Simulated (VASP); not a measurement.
Write the native input for VASP 6.6.1 that does the following.

```
Task                   : single point
Functional             : PBE
Potentials or basis    : VASP PAW PBE potentials, release 64 (Ru_pv)
Cutoff                 : 500 eV
k mesh                 : 8 × 8 × 8
Occupations            : fermi-dirac, width 0.1 eV
Spin                   : collinear spin, zero start
Starting moments       : [0.0] μB
Dipole correction      : no
Further INCAR settings : ALGO = Normal; EDIFF = 1e-06; NBANDS = 17
```

The structure of Ru lies in POSCAR:

```
Ru
1.0
    0.0000000000      1.9288310000      1.9288310000
    1.9288310000      0.0000000000      1.9288310000
    1.9288310000      1.9288310000      0.0000000000
Ru
1
Direct
    0.0000000000      0.0000000000      0.0000000000
```

These files were run (other wordings do the same):

INCAR

```
ALGO     = Normal         # electronic algorithm
EDIFF    = 1E-6           # SCF threshold, eV
ENCUT    = 500            # plane-wave cutoff, eV
GGA      = PE             # functional
GGA_COMPAT= False        
ISIF     = 2              # what is computed and relaxed
ISMEAR   = -1             # smearing method
ISPIN    = 2              # spin polarisation
LASPH    = True           # aspherical terms in the spheres
LCHARG   = False          # write CHGCAR
LMAXMIX  = 4              # l up to which the mixer works
LORBIT   = 11             # projections on sites
LREAL    = False          # projectors in reciprocal space
LWAVE    = False          # write WAVECAR
MAGMOM   = 0              # initial moments
NBANDS   = 17             # bands
NELM     = 200            # most SCF steps
PREC     = Accurate       # precision mode
SIGMA    = 0.1            # smearing width, eV
```

KPOINTS

```
k-points
0
Gamma
  8 8 8
```

Potentials or basis: VASP PAW PBE potentials, release 64 (Ru_pv).

The run is started by

```sh
$ cat potpaw_PBE.64/Ru_pv/POTCAR > POTCAR
$ mpirun -np 1 vasp_std > vasp.out
```

It gave:

| Property | Result |
| --- | --- |
| Pressure | -10.8 GPa |
| Band gap on the k mesh | zero (filled and empty bands overlap) |
| Net moment | 0.00 μB per cell |
| Valence electrons inside the program's atomic spheres | Ru 12.56 |

Run time: 24 s on 1 thread of AMD EPYC 7R13, on a shared host, peak memory 0.1 GiB.
